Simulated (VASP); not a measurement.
A run of VASP 6.6.1 is set up as follows.

INCAR

```
PREC = Accurate
ENCUT = 520
EDIFF = 1E-6
ISMEAR = -1
SIGMA = 0.06122561905347299
LREAL = False
LASPH = True
NELM = 100
ALGO = Normal
ISIF = 2
LWAVE = False
LCHARG = True
GGA = PE
LELF = True
LVHAR = True
NBANDS = 45
```

The input KPOINTS:

```
regular mesh
0
Gamma
  12 12 12
```

The input POSCAR:

```
Fe2O3
1.0
    4.4956486089      0.0000000000      0.0000000000
    0.0000000000      4.4956486089      0.0000000000
    0.0000000000      0.0000000000      4.4956486089
Fe O
4 6
Direct
    0.2500000000      0.2500000000      0.2500000000
    0.7500000000      0.7500000000      0.2500000000
    0.7500000000      0.2500000000      0.7500000000
    0.2500000000      0.7500000000      0.7500000000
    0.5000000000      0.0000000000      0.0000000000
    0.0000000000      0.5000000000      0.0000000000
    0.0000000000      0.0000000000      0.5000000000
    0.5000000000      0.5000000000      0.0000000000
    0.5000000000      0.0000000000      0.5000000000
    0.0000000000      0.5000000000      0.5000000000
```

Potentials or basis: VASP PAW PBE potentials, release 64 (Fe, O).

Command:

```sh
$ cat potpaw_PBE.64/Fe/POTCAR potpaw_PBE.64/O/POTCAR > POTCAR
$ mpirun -np 1 vasp_std > vasp.out
```

Task: Estimate the band gap on the k mesh.

Result: Zero (bands 34 and 35 overlap by 0.35 eV).

Task: Estimate the pressure.

Result: 1.5 GPa.

Caveat: the run has no spin polarisation, though such a crystal can be magnetic; semilocal functionals often make such compounds metallic where correlation or magnetic order opens a gap, which also shifts bond lengths. With open d or f shells a metallic result of PBE can be an artefact of self-interaction; +U or a hybrid may open a gap.
